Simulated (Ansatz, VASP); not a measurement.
# Fe in VASP and in Ansatz

Contents of INCAR:

```
PREC = Accurate
ENCUT = 600
EDIFF = 1E-6
ISMEAR = -1
SIGMA = 0.05
LREAL = False
LASPH = True
NELM = 200
ALGO = Normal
ISIF = 2
LWAVE = False
LCHARG = False
ISPIN = 2
MAGMOM = 2.2
LORBIT = 11
NUPDOWN = 2.2
LMAXMIX = 4
GGA = PE
NBANDS = 18
GGA_COMPAT = False
```

File KPOINTS:

```
Automatic mesh
0
Gamma
  11 11 11
```

POSCAR

```
Fe
1.0
   -1.4430000000      1.4430000000      1.4430000000
    1.4430000000     -1.4430000000      1.4430000000
    1.4430000000      1.4430000000     -1.4430000000
Fe
1
Direct
    0.0000000000      0.0000000000      0.0000000000
```

File input.yaml:

```yaml
crystal:
  lattice:
    - [-1.443, 1.443, 1.443]
    - [1.443, -1.443, 1.443]
    - [1.443, 1.443, -1.443]
  atoms:
    - { symbol: Fe, position: [0.0, 0.0, 0.0], spin: 2.2 }
hamiltonian:
  xc: pbe
  pseudopotentials: { kind: paw }
magnetization:
  spin_polarized: true
  initial_magnetization: 2.2
  spin_locking: { lock_magnetization: hard }
kpoints:
  mp_grid: { grid: [11, 11, 11] }
scf:
  occupations: { method: fermi_dirac, width: 0.05 }
  lower_state_search: "off"
output:
  forces: true
  stress: true
  eigenvalues: true
```

Alike in both runs: task single point; functional PBE; k mesh 11 × 11 × 11; occupations fermi-dirac, width 0.05 eV; collinear spin; fixed moment 2.2 μB.

```csv
,VASP,Ansatz
version,VASP 6.6.1,Ansatz 0.2.0
potentials or method,"VASP PAW PBE potentials, release 64 (Fe_sv)",Ansatz PAW
plane-wave cutoff (eV),600,420
valence electrons in the cell,16,16
```

|  | VASP | Ansatz | Ansatz less VASP |
| --- | --- | --- | --- |
| pressure (GPa) | -13.8 | -10.5 | +3.28 |
| net moment per atom (μB) | 2.20 | 2.20 | 0.000 |
| size of the moment on the site where the two differ most (μB) | 2.22 | 2.26 | +0.041 |

Site moments also hang on the region over which each program counts them.
